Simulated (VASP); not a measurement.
# BN (Pnma) in VASP: single point with r2SCAN

Aim: the single point of BN with r2SCAN.

All numbers are computed with VASP 6.6.1; they aren't measurements. Logs are shortened: lines on timing, memory, paths and dates and some standing lists are left out, and cuts for length are marked.

## (1) The cell of the first run

It takes space group Pnma (No. 62, orthorhombic). Conventional cell: a = 4.880 Å, b = 2.591 Å, c = 4.292 Å, α = 90.00°, β = 90.00°, γ = 90.00°. B (site symmetry m) has 4 N at 1.51 to 1.65 Å within 2.0 Å. Within 2.0 Å of N (site symmetry m) lie 4 B at 1.51 to 1.65 Å.

## (2) Single point, r2SCAN

File POSCAR:

```
BN
1.0
    4.8800890000      0.0000000000      0.0000000000
    0.0000000000      2.5914640000      0.0000000000
    0.0000000000      0.0000000000      4.2920490000
B N
4 4
Direct
    0.6595870000      0.7500000000      0.0929040000
    0.8404130000      0.2500000000      0.5929040000
    0.1595870000      0.7500000000      0.4070960000
    0.3404130000      0.2500000000      0.9070960000
    0.8211300000      0.7500000000      0.3935140000
    0.1788700000      0.2500000000      0.6064860000
    0.6788700000      0.2500000000      0.8935140000
    0.3211300000      0.7500000000      0.1064860000
```

File INCAR.step1:

```
PREC = Accurate ; ENCUT = 520
ISMEAR = 0 ; SIGMA = 0.01
LREAL = False ; LASPH = True
NELM = 100 ; NBANDS = 26
GGA = PE ; ALGO = Normal
EDIFF = 1E-4 ; LWAVE = True
LCHARG = False
```

File INCAR.step2:

```
PREC = Accurate ; ENCUT = 520
EDIFF = 1E-6 ; ISMEAR = 0
SIGMA = 0.01 ; LREAL = False
LASPH = True ; NELM = 100
ALGO = Normal ; ISIF = 2
LWAVE = False ; LCHARG = True
METAGGA = R2SCAN ; LMIXTAU = True
LELF = True ; LVHAR = True
NBANDS = 26 ; ISTART = 1
```

File KPOINTS:

```
regular mesh
0
Gamma
  4 7 5
```

Potentials or basis: VASP PAW PBE potentials, release 64 (B, N).

Launch:

```sh
cat potpaw_PBE.64/B/POTCAR potpaw_PBE.64/N/POTCAR > POTCAR
cp INCAR.step1 INCAR
mpirun -np 1 vasp_std > vasp.out
cp INCAR.step2 INCAR
mpirun -np 1 vasp_std > vasp.out
```

OUTCAR:

```text
PREC = Accurate
   ENCUT = 520
   EDIFF = 1E-6
   ISMEAR = 0
   LREAL = False
   LASPH = True
   NELM = 100
   ISIF = 2
   METAGGA = R2SCAN
   ISTART = 1

 ion  position               nearest neighbor table
   1  0.660  0.750  0.093-   5 1.51   7 1.56   7 1.56   8 1.65
   2  0.840  0.250  0.593-   7 1.51   5 1.56   5 1.56   6 1.65
   3  0.160  0.750  0.407-   8 1.51   6 1.56   6 1.56   5 1.65
   4  0.340  0.250  0.907-   6 1.51   8 1.56   8 1.56   7 1.65
   5  0.821  0.750  0.394-   1 1.51   2 1.56   2 1.56   3 1.65
   6  0.179  0.250  0.606-   4 1.51   3 1.56   3 1.56   2 1.65
   7  0.679  0.250  0.894-   2 1.51   1 1.56   1 1.56   4 1.65
   8  0.321  0.750  0.106-   3 1.51   4 1.56   4 1.56   1 1.65

  LATTYP: Found a simple orthorhombic cell.
 ALAT       =     2.5914640000
 B/A-ratio  =     1.6562255929
 C/A-ratio  =     1.8831398005

  Lattice vectors:

 A1 = (   0.0000000000,   2.5914640000,   0.0000000000)
 A2 = (   0.0000000000,   0.0000000000,   4.2920490000)
 A3 = (   4.8800890000,   0.0000000000,   0.0000000000)

Analysis of symmetry for initial positions (statically):
=====================================================================
 Subroutine PRICEL returns:
 Original cell was already a primitive cell.

 Routine SETGRP: Setting up the symmetry group for a
 simple orthorhombic supercell.

 Subroutine GETGRP returns: Found  8 space group operations
 (whereof  2 operations were pure point group operations)
 out of a pool of  8 trial point group operations.

The static configuration has the point symmetry S_2 .
 The point group associated with its full space group is D_2h.

Analysis of symmetry for dynamics (positions and initial velocities):
=====================================================================
 Subroutine PRICEL returns:
 Original cell was already a primitive cell.

 Routine SETGRP: Setting up the symmetry group for a
 simple orthorhombic supercell.

 Subroutine GETGRP returns: Found  8 space group operations
 (whereof  2 operations were pure point group operations)
 out of a pool of  8 trial point group operations.

The dynamic configuration has the point symmetry S_2 .
 The point group associated with its full space group is D_2h.

 Subroutine INISYM returns: Found  8 space group operations
 (whereof  2 operations are pure point group operations),
[... 105 lines left out ...]
   LASPH  =      T    aspherical Exc in radial PAW
   ENCUT  =  520.0 eV  38.22 Ry    6.18 a.u.   9.07  4.82  7.98*2*pi/ulx,y,z
   NELM   =    100;   NELMIN=  2; NELMDL=  0     # of ELM steps
   EDIFF  = 0.1E-05   stopping-criterion for ELM
   LREAL  =      F    real-space projection
   EDIFFG = 0.1E-04   stopping-criterion for IOM
   NSW    =      0    number of steps for IOM
   IBRION =     -1    ionic relax: 0-MD 1-quasi-New 2-CG
   NFREE  =      0    steps in history (QN), initial steepest desc. (CG)
   ISIF   =      2    stress and relaxation
   ISYM   =      2    0-nonsym 1-usesym 2-fastsym
   POTIM  = 0.5000    time-step for ionic-motion
   TEBEG  =    0.0;   TEEND  =   0.0 temperature during run
   PSTRESS=    0.0 pullay stress
   NELECT =      32.0000    total number of electrons
   NUPDOWN=      -1.0000    fix difference up-down
   EMIN   =  10.00;   EMAX   =-10.00  energy-range for DOS
   EFERMI =   0.00;   METHOD = LEGACY
   ISMEAR =     0;   SIGMA  =   0.01  broadening in eV -4-tet -1-fermi 0-gaus
   EFERMI_NEDOS =   21; number of points for ismear=-14 and -15
   IALGO  =     38    algorithm
   IMIX   =      4    mixing-type and parameters
     AMIX     =   0.40;   BMIX     =  1.00
     AMIX_MAG =   1.60;   BMIX_MAG =  1.00
  volume/ion in A,a.u.               =       6.78        45.79
  Fermi-wavevector in a.u.,A,eV,Ry     =   1.372711  2.594047 25.637923  1.884334
  Thomas-Fermi vector in A             =   2.498293
   LORBIT       =      0    0 simple, 1 ext, 2 COOP (PROOUT), +10 PAW based schemes
   METAGGA = R2SCAN    functional components
   LHFCALC =     F    Hartree Fock is set to
   AEXX    =    0.0000 exact exchange contribution
   IVDW    =     0    specifies the selected vdW correction
   LEPSILON=     F    determine dielectric tensor
   LRPA    =     F    only Hartree local field effects (RPA)
 non-spin polarized calculation
 Gauss-broadening in eV      SIGMA  =   0.01
  energy-cutoff  :      520.00
  volume of cell :       54.28
 maximum number of plane-waves:      1480
   NGX = 19   NGY =  9   NGZ = 15

 number of electron      32.0000000 magnetization

 Free energy of the ion-electron system (eV)
  ---------------------------------------------------
  ext. energy  EPLUGINS =         0.00000000
  ---------------------------------------------------
  free energy    TOTEN  =       -74.93657954 eV

  energy without entropy =      -74.93657954  energy(sigma->0) =      -74.93657954

 E-fermi :   5.4804     XC(G=0): -12.6129

 val. band max:        5.4390322614   @ k =   0.0000   0.0000   0.0000
 cond. band min:      11.7098789440   @ k =   0.5000   0.0000   0.4000
 fundamental gap:      6.2708466826
 Fermi energy:         5.4804157265

 k-point     1 :       0.0000    0.0000    0.0000
  band No.  band energies     occupation
      1     -15.2547      2.00000
      2     -12.5801      2.00000
      3     -11.5842      2.00000
      4      -9.7558      2.00000
      5      -3.7782      2.00000
      6      -3.1223      2.00000
[... 685 lines left out ...]
     25      19.0472      0.00000
     26      19.0472      0.00000

 [... further k-points ...]
[... 5 lines left out ...]
  --------------------------------------------------------------------------------------
  -------------------------------------------------------------------------------------
  Total       -1.1915842     -1.3623199     -1.4250587      0.0000000     -0.0000000      0.0000000
  in kB      -35.1720540    -40.2116693    -42.0635323      0.0000000     -0.0000000      0.0000000
  external PRESSURE =     -39.1490852 kB  Pullay stress =       0.0000000 kB

 VOLUME and BASIS-vectors are now :
 -----------------------------------------------------------------------------
  energy-cutoff  :      520.00
  volume of cell :       54.28
      direct lattice vectors                 reciprocal lattice vectors
     4.880089000  0.000000000  0.000000000     0.204914296  0.000000000  0.000000000
     0.000000000  2.591464000  0.000000000     0.000000000  0.385882266  0.000000000
     0.000000000  0.000000000  4.292049000     0.000000000  0.000000000  0.232988952

 POSITION                                       TOTAL-FORCE (eV/Angst)
 -----------------------------------------------------------------------------------
      3.21884      1.94360      0.39875         0.094728     -0.000000     -0.010360
      4.10129      0.64787      2.54477        -0.094728      0.000000     -0.010360
      0.77880      1.94360      1.74728         0.094728      0.000000      0.010360
      1.66125      0.64787      3.89330        -0.094728     -0.000000      0.010360
      4.00719      1.94360      1.68898        -0.068001     -0.000000     -0.067657
      0.87290      0.64787      2.60307         0.068001      0.000000      0.067657
      3.31295      0.64787      3.83501         0.068001      0.000000     -0.067657
      1.56714      1.94360      0.45704        -0.068001      0.000000      0.067657
 -----------------------------------------------------------------------------------
    total drift:                                0.000000      0.000000     -0.000000

  FREE ENERGIE OF THE ION-ELECTRON SYSTEM (eV)
  ---------------------------------------------------
  free  energy   TOTEN  =       -74.9365795423 eV

  energy  without entropy=      -74.9365795423  energy(sigma->0) =      -74.93657954
```

OUTCAR.step1:

```text
PREC = Accurate
   ENCUT = 520
   ISMEAR = 0
   LREAL = False
   LASPH = True
[... 943 lines left out ...]
      4.00719      1.94360      1.68898         0.010325     -0.000000     -0.066135
      0.87290      0.64787      2.60307        -0.010325      0.000000      0.066135
      3.31295      0.64787      3.83501        -0.010325      0.000000     -0.066135
      1.56714      1.94360      0.45704         0.010325     -0.000000      0.066135
 -----------------------------------------------------------------------------------
    total drift:                                0.000000      0.000000     -0.000000

  FREE ENERGIE OF THE ION-ELECTRON SYSTEM (eV)
  ---------------------------------------------------
  free  energy   TOTEN  =       -68.2437600625 eV

  energy  without entropy=      -68.2437600625  energy(sigma->0) =      -68.24376006
```

Wall time 72 s (1 thread of Intel Xeon Platinum 8488C (Sapphire Rapids), shared host); peak memory 0.18 GiB.

Results:

```yaml
Free_energy: -74.9366 eV
Pressure: -3.9 GPa
Largest_force: 0.096 eV/Å
Band_gap_on_the_k_mesh: 6.27 eV, indirect (least direct gap 6.78 eV)
```

Forces on the atoms (eV/Å):
```
B    0.095  0.000 -0.010
B   -0.095  0.000 -0.010
B    0.095  0.000  0.010
B   -0.095  0.000  0.010
N   -0.068  0.000 -0.068
N    0.068  0.000  0.068
N    0.068  0.000 -0.068
N   -0.068  0.000  0.068
```

Stress tensor (GPa, compression positive):
```
-3.52  0.00  0.00
 0.00 -4.02  0.00
 0.00  0.00 -4.21
```

Levels at points of the mesh, in eV from the valence-band top:
| k point | band 13 | band 14 | band 15 | band 16 | band 17 | band 18 | band 19 | band 20 |
| --- | --- | --- | --- | --- | --- | --- | --- | --- |
| (0.00, 0.00, 0.00) | -1.01 | -0.35 | -0.22 | 0.00 | 7.20 | 7.86 | 8.70 | 8.76 |
| (0.50, 0.00, 0.00) | -1.25 | -1.25 | -0.76 | -0.76 | 6.56 | 6.56 | 8.94 | 8.94 |

Caveat: the PAW data sets were made with another functional, which shifts forces and pressure a little. r2SCAN opens gaps a little over a GGA but as a rule still falls short of measured ones.
